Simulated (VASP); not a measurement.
# MnSb (Fm-3m) in VASP: a series of runs

Runs on MnSb. Level: LDA. Tasks: single point.

Program: VASP 6.6.1. These are calculated values, not measurements. Logs are shortened: lines on timing, memory, paths and dates and some standing lists are left out, and cuts for length are marked.

**1. The cell of the first run**

Symmetry: Fm-3m, No. 225, cubic system. Conventional cell: a = 5.495 Å, b = 5.495 Å, c = 5.495 Å, α = 90.00°, β = 90.00°, γ = 90.00°. Within 3.6 Å of Mn (site symmetry m-3m) lie 6 Sb at 2.75 Å. Within 3.6 Å of Sb (site symmetry m-3m) lie 6 Mn at 2.75 Å.

**2. Single point, LDA, collinear spin, ferromagnetic start**

File INCAR:

```
PREC     = Accurate       # precision mode
ENCUT    = 520            # plane-wave cutoff, eV
EDIFF    = 1E-7           # SCF threshold, eV
ISMEAR   = -1             # smearing method
SIGMA    = 0.1            # smearing width, eV
LREAL    = False          # projectors in reciprocal space
LASPH    = True           # aspherical terms in the spheres
NELM     = 150            # most SCF steps
ALGO     = Normal         # electronic algorithm
ISIF     = 2              # what is computed and relaxed
LWAVE    = False          # write WAVECAR
LCHARG   = True           # write CHGCAR
ISPIN    = 2              # spin polarisation
MAGMOM   = 5.2 0          # initial moments
LORBIT   = 11             # projections on sites
LMAXMIX  = 4              # l up to which the mixer works
GGA      = CA             # functional
LELF     = True           # ELF
LVHAR    = True         
NBANDS   = 20             # bands
```

File KPOINTS:

```
regular mesh
0
Gamma
  9 9 9
```

File POSCAR:

```
MnSb
1.0
    0.0000000000      2.7476336939      2.7476336939
    2.7476336939      0.0000000000      2.7476336939
    2.7476336939      2.7476336939      0.0000000000
Mn Sb
1 1
Direct
    0.0000000000      0.0000000000      0.0000000000
    0.5000000000      0.5000000000      0.5000000000
```

Potentials or basis: VASP PAW LDA potentials, release 64 (Mn_pv, Sb).

On the command line:

```console
cat potpaw_LDA.64/Mn_pv/POTCAR potpaw_LDA.64/Sb/POTCAR > POTCAR
mpirun -np 1 vasp_std > vasp.out
```

OUTCAR:

```text
PREC = Accurate
   ENCUT = 520
   EDIFF = 1E-7
   ISMEAR = -1
   LREAL = False
   LASPH = True
   NELM = 150
   ISIF = 2
   ISPIN = 2
   LORBIT = 11
   GGA = CA

 ion  position               nearest neighbor table
   1  0.000  0.000  0.000-   2 2.75   2 2.75   2 2.75   2 2.75   2 2.75   2 2.75
   2  0.500  0.500  0.500-   1 2.75   1 2.75   1 2.75   1 2.75   1 2.75   1 2.75

  LATTYP: Found a face centered cubic cell.
 ALAT       =     5.4952673878

  Lattice vectors:

 A1 = (   0.0000000000,   2.7476336939,   2.7476336939)
 A2 = (   2.7476336939,   0.0000000000,   2.7476336939)
 A3 = (   2.7476336939,   2.7476336939,   0.0000000000)

Analysis of symmetry for initial positions (statically):
=====================================================================
 Subroutine PRICEL returns:
 Original cell was already a primitive cell.

 Routine SETGRP: Setting up the symmetry group for a
 face centered cubic supercell.

 Subroutine GETGRP returns: Found 48 space group operations
 (whereof 48 operations were pure point group operations)
 out of a pool of 48 trial point group operations.

The static configuration has the point symmetry O_h .

Analysis of symmetry for dynamics (positions and initial velocities):
=====================================================================
 Subroutine PRICEL returns:
 Original cell was already a primitive cell.

 Routine SETGRP: Setting up the symmetry group for a
 face centered cubic supercell.

 Subroutine GETGRP returns: Found 48 space group operations
 (whereof 48 operations were pure point group operations)
 out of a pool of 48 trial point group operations.

The dynamic configuration has the point symmetry O_h .

Analysis of structural, dynamic, and magnetic symmetry:
=====================================================================
 Subroutine PRICEL returns:
 Original cell was already a primitive cell.

 Routine SETGRP: Setting up the symmetry group for a
 face centered cubic supercell.

 Subroutine GETGRP returns: Found 48 space group operations
 (whereof 48 operations were pure point group operations)
 out of a pool of 48 trial point group operations.

The overall configuration has the point symmetry O_h .

 Subroutine INISYM returns: Found 48 space group operations
 (whereof 48 operations are pure point group operations),
 and found     1 'primitive' translations

----------------------------------------------------------------------------------------

                                     Primitive cell

  volume of cell :      41.4865

  direct lattice vectors                    reciprocal lattice vectors
     0.000000000  2.747633694  2.747633694    -0.181974767  0.181974767  0.181974767
     2.747633694  0.000000000  2.747633694     0.181974767 -0.181974767  0.181974767
     2.747633694  2.747633694  0.000000000     0.181974767  0.181974767 -0.181974767

  length of vectors
     3.885740834  3.885740834  3.885740834     0.315189541  0.315189541  0.315189541

  position of ions in fractional coordinates (direct lattice)
     0.000000000  0.000000000  0.000000000
     0.500000000  0.500000000  0.500000000

  ion indices of the primitive-cell ions
   primitive index   ion index
                 1           1
                 2           2

----------------------------------------------------------------------------------------

 KPOINTS: regular mesh

Automatic generation of k-mesh.
 Grid dimensions read from file:
 generate k-points for:    9    9    9

 Generating k-lattice:

  Cartesian coordinates                     Fractional coordinates (reciprocal lattice)
    -0.020219419  0.020219419  0.020219419     0.111111111  0.000000000  0.000000000
     0.020219419 -0.020219419  0.020219419     0.000000000  0.111111111  0.000000000
     0.020219419  0.020219419 -0.020219419     0.000000000  0.000000000  0.111111111

  Length of vectors
     0.035021060  0.035021060  0.035021060

  Shift w.r.t. Gamma in fractional coordinates (k-lattice)
     0.000000000  0.000000000  0.000000000

 Subroutine IBZKPT returns following result:
 ===========================================

 Found     35 irreducible k-points:

 Following reciprocal coordinates:
            Coordinates               Weight
  0.000000  0.000000  0.000000      1.000000
  0.111111  0.000000  0.000000      8.000000
  0.222222  0.000000  0.000000      8.000000
  0.333333  0.000000  0.000000      8.000000
  0.444444  0.000000  0.000000      8.000000
  0.111111  0.111111  0.000000      6.000000
[... 16 lines left out ...]
 -0.333333  0.333333  0.000000     12.000000
  0.444444  0.444444  0.000000      6.000000
 [... further k-points ...]
   k-points           NKPTS =     35   k-points in BZ     NKDIM =     35   number of bands    NBANDS=     20
   number of dos      NEDOS =    301   number of ions     NIONS =      2
   total plane-waves  NPLWV =  27000
   dimension x,y,z NGX =    30 NGY =   30 NGZ =   30
   dimension x,y,z NGXF=    60 NGYF=   60 NGZF=   60
   ions per type =               1   1
   NGX,Y,Z   is equivalent  to a cutoff of  12.84, 12.84, 12.84 a.u.
   NGXF,Y,Z  is equivalent  to a cutoff of  25.67, 25.67, 25.67 a.u.
 SYSTEM =  unknown system
   PREC   = accura    normal or accurate (medium, high low for compatibility)
   ISTART =      0    job   : 0-new  1-cont  2-samecut
   ICHARG =      2    charge: 1-file 2-atom 10-const
   ISPIN  =      2    spin polarized calculation?
   LNONCOLLINEAR =      F non collinear calculations
   LSORBIT =      F    spin-orbit coupling
   LASPH  =      T    aspherical Exc in radial PAW
   ENCUT  =  520.0 eV  38.22 Ry    6.18 a.u.   7.22  7.22  7.22*2*pi/ulx,y,z
   NELM   =    150;   NELMIN=  2; NELMDL= -5     # of ELM steps
   EDIFF  = 0.1E-06   stopping-criterion for ELM
   LREAL  =      F    real-space projection
   EDIFFG = 0.1E-05   stopping-criterion for IOM
   NSW    =      0    number of steps for IOM
   IBRION =     -1    ionic relax: 0-MD 1-quasi-New 2-CG
   NFREE  =      0    steps in history (QN), initial steepest desc. (CG)
   ISIF   =      2    stress and relaxation
   ISYM   =      2    0-nonsym 1-usesym 2-fastsym
   POTIM  = 0.5000    time-step for ionic-motion
   TEBEG  =    0.0;   TEEND  =   0.0 temperature during run
   PSTRESS=    0.0 pullay stress
   NELECT =      18.0000    total number of electrons
   NUPDOWN=      -1.0000    fix difference up-down
   EMIN   =  10.00;   EMAX   =-10.00  energy-range for DOS
   EFERMI =   0.00;   METHOD = LEGACY
   ISMEAR =    -1;   SIGMA  =   0.10  broadening in eV -4-tet -1-fermi 0-gaus
   EFERMI_NEDOS =   21; number of points for ismear=-14 and -15
   IALGO  =     38    algorithm
   IMIX   =      4    mixing-type and parameters
     AMIX     =   0.40;   BMIX     =  1.00
     AMIX_MAG =   1.60;   BMIX_MAG =  1.00
  volume/ion in A,a.u.               =      20.74       139.98
  Fermi-wavevector in a.u.,A,eV,Ry     =   1.239358  2.342047 20.898667  1.536009
  Thomas-Fermi vector in A             =   2.373845
   LORBIT       =     11    0 simple, 1 ext, 2 COOP (PROOUT), +10 PAW based schemes
   GGA     = CA    functional components
   LHFCALC =     F    Hartree Fock is set to
   AEXX    =    0.0000 exact exchange contribution
   IVDW    =     0    specifies the selected vdW correction
   LEPSILON=     F    determine dielectric tensor
   LRPA    =     F    only Hartree local field effects (RPA)
 spin polarized calculation
  energy-cutoff  :      520.00
  volume of cell :       41.49
 maximum number of plane-waves:      1139
 NGX is ok and might be reduce to    30
   NGX = 15   NGY = 15   NGZ = 15

 number of electron      18.0000004 magnetization       3.5072987

 Free energy of the ion-electron system (eV)
  ---------------------------------------------------
  ext. energy  EPLUGINS =         0.00000000
  ---------------------------------------------------
  free energy    TOTEN  =       -14.08472831 eV

  energy without entropy =      -14.03133050  energy(sigma->0) =      -14.05802941

 E-fermi :   7.9485     XC(G=0): -11.0492

 val. band max:        7.9320268533   @ k =   0.2222   0.1111   0.0000
 cond. band min:       7.9503509657   @ k =   0.4444   0.2222   0.1111
 fundamental gap:      0.0183241124
 Fermi energy:         7.9484653625

 spin component 1

 k-point     1 :       0.0000    0.0000    0.0000
  band No.  band energies     occupation
      1     -41.4080      1.00000
      2     -41.4080      1.00000
      3     -41.4080      1.00000
      4      -3.8591      1.00000
      5       5.3228      1.00000
      6       5.3228      1.00000
[... 12 lines left out ...]
     19      17.9159      0.00000
     20      17.9159      0.00000

 k-point     2 :       0.1111    0.0000    0.0000
  band No.  band energies     occupation
      1     -41.4085      1.00000
      2     -41.4080      1.00000
      3     -41.4080      1.00000
      4      -3.6880      1.00000
      5       5.1968      1.00000
      6       5.2832      1.00000
[... 12 lines left out ...]
     19      17.2560      0.00000
     20      18.5756      0.00000
[... 465 lines left out ...]
      3     -41.4086      1.00000
      4      -1.1725      1.00000
      5       3.0437      1.00000
      6       3.7187      1.00000
[... 12 lines left out ...]
     19      22.9388      0.00000
     20      23.2727      0.00000

 k-point    24 :       0.4444    0.4444    0.0000
  band No.  band energies     occupation
      1     -41.4119      1.00000
      2     -41.4097      1.00000
      3     -41.4097      1.00000
      4      -1.3776      1.00000
      5       3.1564      1.00000
      6       4.8383      1.00000
[... 12 lines left out ...]
     19      22.7857      0.00000
     20      22.7857      0.00000

 [... further k-points ...]

 spin component 2

 k-point     1 :       0.0000    0.0000    0.0000
  band No.  band energies     occupation
      1     -38.1251      1.00000
      2     -38.1251      1.00000
      3     -38.1251      1.00000
      4      -3.7040      1.00000
      5       7.9179      0.57578
      6       7.9179      0.57578
[... 12 lines left out ...]
     19      18.6069      0.00000
     20      18.6069      0.00000

 k-point     2 :       0.1111    0.0000    0.0000
  band No.  band energies     occupation
      1     -38.1259      1.00000
      2     -38.1251      1.00000
      3     -38.1251      1.00000
      4      -3.5361      1.00000
      5       7.3173      0.99819
      6       7.5253      0.98568
[... 12 lines left out ...]
     19      17.9896      0.00000
     20      19.1724      0.00000
[... 465 lines left out ...]
      3     -38.1260      1.00000
      4      -1.0701      1.00000
      5       3.6164      1.00000
      6       4.1684      1.00000
[... 12 lines left out ...]
     19      23.5909      0.00000
     20      23.6166      0.00000

 k-point    24 :       0.4444    0.4444    0.0000
  band No.  band energies     occupation
      1     -38.1303      1.00000
      2     -38.1273      1.00000
      3     -38.1273      1.00000
      4      -1.2208      1.00000
      5       3.4382      1.00000
      6       6.6585      1.00000
[... 12 lines left out ...]
     19      22.9541      0.00000
     20      22.9541      0.00000

 [... further k-points ...]

------------------------ aborting loop because EDIFF is reached ----------------------------------------

  FORCE on cell =-STRESS in cart. coord.  units (eV):
  Direction    XX          YY          ZZ          XY          YZ          ZX
  --------------------------------------------------------------------------------------
  -------------------------------------------------------------------------------------
  Total       -1.4662446     -1.4662446     -1.4662446     -0.0000000     -0.0000000     -0.0000000
  in kB      -56.6252991    -56.6252991    -56.6252991     -0.0000000     -0.0000000     -0.0000000
  external PRESSURE =     -56.6252991 kB  Pullay stress =       0.0000000 kB

 VOLUME and BASIS-vectors are now :
 -----------------------------------------------------------------------------
  energy-cutoff  :      520.00
  volume of cell :       41.49
      direct lattice vectors                 reciprocal lattice vectors
     0.000000000  2.747633694  2.747633694    -0.181974767  0.181974767  0.181974767
     2.747633694  0.000000000  2.747633694     0.181974767 -0.181974767  0.181974767
     2.747633694  2.747633694  0.000000000     0.181974767  0.181974767 -0.181974767

 POSITION                                       TOTAL-FORCE (eV/Angst)
 -----------------------------------------------------------------------------------
      0.00000      0.00000      0.00000         0.000000      0.000000      0.000000
      2.74763      2.74763      2.74763        -0.000000     -0.000000      0.000000
 -----------------------------------------------------------------------------------
    total drift:                               -0.000000      0.000000      0.000000

  FREE ENERGIE OF THE ION-ELECTRON SYSTEM (eV)
  ---------------------------------------------------
  free  energy   TOTEN  =       -14.0847283127 eV

  energy  without entropy=      -14.0313305026  energy(sigma->0) =      -14.05802941

 total charge

# of ion       s       p       d       tot
------------------------------------------
    1        0.292   6.190   5.074  11.556
    2        1.149   1.311   0.046   2.505
--------------------------------------------------
tot          1.441   7.501   5.120  14.062

 magnetization (x)

# of ion       s       p       d       tot
------------------------------------------
    1        0.064   0.025   3.324   3.413
    2        0.011  -0.100   0.011  -0.078
--------------------------------------------------
tot          0.076  -0.076   3.335   3.336
```

Wall time 94 s (1 thread of Intel Xeon Platinum 8375C at 2.90GHz (Ice Lake), shared host); peak memory 0.19 GiB.

Results:

```
Free energy                                           : -14.0847 eV
Pressure                                              : -5.7 GPa
Net moment                                            : 3.51 μB per cell
Site moments                                          : Mn +3.41; Sb -0.08 μB
Valence electrons inside the program's atomic spheres : Mn 11.56; Sb 2.50
```

Levels at points of the mesh, in eV from the Fermi level:
Spin up:
| k point | band 6 | band 7 | band 8 | band 9 | band 10 | band 11 | band 12 | band 13 | band 14 | band 15 |
| --- | --- | --- | --- | --- | --- | --- | --- | --- | --- | --- |
| (0.00, 0.00, 0.00) | -2.63 | -2.63 | -2.44 | -2.44 | 1.43 | 1.43 | 1.43 | 5.66 | 8.22 | 8.46 |
Spin down:
```
           k point  band 4  band 5  band 6  band 7  band 8  band 9  band 10  band 11
(0.00, 0.00, 0.00)  -11.65   -0.03   -0.03   -0.03    0.05    0.05     1.55     1.55
```

Caveat: the cell stands under tension; spin-orbit coupling is left out, which moves the levels of the heavy elements; a cell with one magnetic atom can't hold antiferromagnetic order, which such compounds often take.

**3. Single point, LDA, collinear spin, ferromagnetic start**

This run uses another cell than the first one, of 21.40 Å³/atom.

File INCAR:

```
ALGO = Normal ; EDIFF = 1E-6
ENCUT = 520 ; GGA = CA
ISIF = 2 ; ISMEAR = -1
ISPIN = 2 ; LASPH = True
LCHARG = False ; LMAXMIX = 4
LORBIT = 11 ; LREAL = False
LWAVE = False ; MAGMOM = 5.2 0
NBANDS = 20 ; NELM = 150
PREC = Accurate ; SIGMA = 0.1
```

File KPOINTS:

```
k-points
0
Gamma
  9 9 9
```

File POSCAR:

```
MnSb
1.0
    0.0000000000      2.7762569381      2.7762569381
    2.7762569381      0.0000000000      2.7762569381
    2.7762569381      2.7762569381      0.0000000000
Mn Sb
1 1
Direct
    0.0000000000      0.0000000000      0.0000000000
    0.5000000000      0.5000000000      0.5000000000
```

Potentials or basis: VASP PAW LDA potentials, release 64 (Mn_pv, Sb).

On the command line:

```console
cat potpaw_LDA.64/Mn_pv/POTCAR potpaw_LDA.64/Sb/POTCAR > POTCAR
mpirun -np 1 vasp_std > vasp.out
```

It took 93 s on 1 thread of Intel Xeon Platinum 8375C at 2.90GHz (Ice Lake), shared host; peak memory 0.19 GiB.

It converged, with:

* Free energy: -14.0324 eV
* Pressure: -7.2 GPa
* Net moment: 3.60 μB per cell
* Site moments: Mn +3.50; Sb -0.08 μB
* Valence electrons inside the program's atomic spheres: Mn 11.52; Sb 2.49

Levels at points of the mesh, in eV from the Fermi level:
Spin up:
| k point | band 8 | band 9 | band 10 | band 11 | band 12 | band 13 |
| --- | --- | --- | --- | --- | --- | --- |
| (0.00, 0.00, 0.00) | -2.47 | -2.47 | 1.35 | 1.35 | 1.35 | 5.26 |
Spin down:
```csv
k point,band 3,band 4,band 5,band 6,band 7,band 8,band 9,band 10,band 11,band 12
"(0.00, 0.00, 0.00)",-46.05,-11.46,0.03,0.03,0.03,0.09,0.09,1.47,1.47,1.47
```

Caveat: the cell stands under tension; spin-orbit coupling is left out, which moves the levels of the heavy elements; a cell with one magnetic atom can't hold antiferromagnetic order, which such compounds often take.
